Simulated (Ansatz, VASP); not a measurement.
Two plane-wave programs on SiC

INCAR

```
PREC = Accurate ; ENCUT = 520
EDIFF = 1E-7 ; ISMEAR = 0
SIGMA = 0.05 ; LREAL = F
LASPH = T ; NELM = 100
ALGO = Normal ; ISIF = 2
LWAVE = F ; LCHARG = F
GGA = PE ; NBANDS = 16
```

The input KPOINTS:

```
regular mesh
0
Gamma
  12 12 6
```

The input POSCAR:

```
SiC
1.0
    3.0650400263      0.0000000000      0.0000000000
   -1.5325200132      2.6544025264      0.0000000000
    0.0000000000      0.0000000000      5.1636729323
Si C
2 2
Direct
    0.3333333333      0.6666666667      0.0045639005
    0.6666666667      0.3333333333      0.5045639005
    0.3333333333      0.6666666667      0.3804360995
    0.6666666667      0.3333333333      0.8804360995
```

Input for Ansatz:

```yaml
crystal:
  lattice:
    - [3.0650400263, 0.0, 0.0]
    - [-1.5325200132, 2.6544025264, 0.0]
    - [0.0, 0.0, 5.1636729323]
  atoms:
    - { symbol: Si, position: [0.3333333333, 0.6666666667, 0.0045639005] }
    - { symbol: Si, position: [0.6666666667, 0.3333333333, 0.5045639005] }
    - { symbol: C, position: [0.3333333333, 0.6666666667, 0.3804360995] }
    - { symbol: C, position: [0.6666666667, 0.3333333333, 0.8804360995] }
basis:
  ecutwfc: 520.0
kpoints:
  mp_grid: { grid: [12, 12, 6] }
hamiltonian:
  xc: pbe
  pseudopotentials: { kind: paw, azcp: { folder: soft_1 } }
scf:
  occupations: { method: gaussian, width: 0.05 }
output:
  forces: true
  stress: true
  eigenvalues: true
```

Alike in both runs: task single point; functional PBE; k mesh 12 × 12 × 6; occupations gaussian, width 0.05 eV; no spin polarisation.

```csv
,VASP,Ansatz
version,VASP 6.6.1,Ansatz 0.2.0
potentials or method,"VASP PAW PBE potentials, release 64 (Si, C), cutoff 520 eV","scalar-relativistic, plane waves, PAW"
valence electrons in the cell,16,16
```

```tsv
	VASP	Ansatz	Ansatz less VASP
gap on the k mesh at the Fermi level (eV)	2.21	2.21	+0.006
least direct gap on the mesh (eV)	4.17	4.18	+0.006
pressure (GPa)	0.2	0.3	+0.03
traceless stress, the component that is largest in VASP (GPa)	-9.25	-9.22	+0.033
rms of the force components (eV/Å)	0.118	0.118	+0.0003
```

Atom by atom the forces differ by 0.000 eV/Å (rms over components). The functional is the same, so the differences come from potentials, cutoffs and numerics.
